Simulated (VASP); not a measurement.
**HfB: single point with PBEsol**

The system is HfB.

```
CELL_PARAMETERS angstrom
0.00000 2.39348 2.39348
2.39348 0.00000 2.39348
2.39348 2.39348 0.00000
ATOMIC_POSITIONS crystal
Hf 0.50000 0.50000 0.50000
B 0.00000 0.00000 0.00000
```

```
Program                : VASP 6.6.1
Task                   : single point
Functional             : PBEsol
Potentials or basis    : VASP PAW PBE potentials, release 64 (Hf_pv, B)
Cutoff                 : 520 eV
k mesh                 : 8 × 8 × 8
Occupations            : gaussian, width 0.1 eV
Spin                   : no spin polarisation
Dipole correction      : no
Further INCAR settings : ALGO = Normal; EDIFF = 1e-06; NBANDS = 14
```

The pressure is 0.4 GPa.

Levels at points of the mesh, in eV from the Fermi level:
| k point | band 5 | band 6 | band 7 | band 8 | band 9 | band 10 |
| --- | --- | --- | --- | --- | --- | --- |
| (0.00, 0.00, 0.00) | 1.98 | 1.98 | 1.98 | 3.64 | 3.64 | 3.64 |
| (0.50, 0.00, 0.00) | -4.40 | -1.25 | -1.25 | 5.74 | 5.74 | 6.62 |
| (0.50, 0.50, 0.00) | -1.24 | -0.95 | 1.99 | 1.99 | 5.49 | 6.92 |

It took 13 s on 1 thread of Intel Xeon 6975P-C, with other jobs on the host, peak memory 0.16 GiB.

Caveat: the PAW data sets were made with another functional, which shifts forces and pressure a little; spin-orbit coupling is left out, which moves the levels of the heavy elements.
